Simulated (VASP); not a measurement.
Be3Al5, 8 atoms in the cell. The structure is tetragonal, space group P4/mmm (No. 123). The conventional cell has a = 5.978 Å, b = 5.978 Å, c = 3.034 Å, α = 90.00°, β = 90.00°, γ = 90.00°. Within 3.4 Å of Be (site symmetry mmm) lie 10 Al at 2.60 to 2.99 Å and 4 Be at 2.99 to 3.03 Å. Be (site symmetry 4/mmm) has 8 Al at 2.50 Å and 6 Be at 2.99 to 3.03 Å within 3.3 Å. Within 3.3 Å of Al (site symmetry m2m) lie 6 Be at 2.50 to 2.60 Å and 8 Al at 2.71 to 3.17 Å. Within 3.6 Å of Al (site symmetry 4/mmm) lie 10 Al at 2.71 to 3.03 Å and 4 Be at 2.99 Å. 

```yaml
Program: VASP 6.6.1
Task: relaxation of cell and atoms
Functional: PBE
Potentials_or_basis: VASP PAW PBE potentials, release 64 (Be, Al)
Cutoff: 600 eV
k_mesh: 6 × 6 × 12
Occupations: gaussian, width 0.1 eV
Spin: no spin polarisation
Dipole_correction: no
Further_INCAR_settings: ALGO = Fast; EDIFF = 1e-06; IBRION = 2; EDIFFG = -0.01; NSW = 100; ISIF = 3
```

Potentials or basis: VASP PAW PBE potentials, release 64 (Be, Al).

Run with:

```bash
$ cat potpaw_PBE.64/Be/POTCAR potpaw_PBE.64/Al/POTCAR > POTCAR
$ mpirun -np 1 vasp_std > vasp.out
```

Hardware: 1 thread of Intel(R) Xeon(R) Platinum 8259CL CPU @ 2.50GHz (Skylake/Cascade Lake) (shared host).

**Question.** How long does it take, and how much memory?

**Answer.** Run time: 6 min on 1 thread of Intel(R) Xeon(R) Platinum 8259CL CPU @ 2.50GHz (Skylake/Cascade Lake) (shared host), peak memory 0.31 GiB. Counts: scf iterations 58, k points 70, ion steps 11.
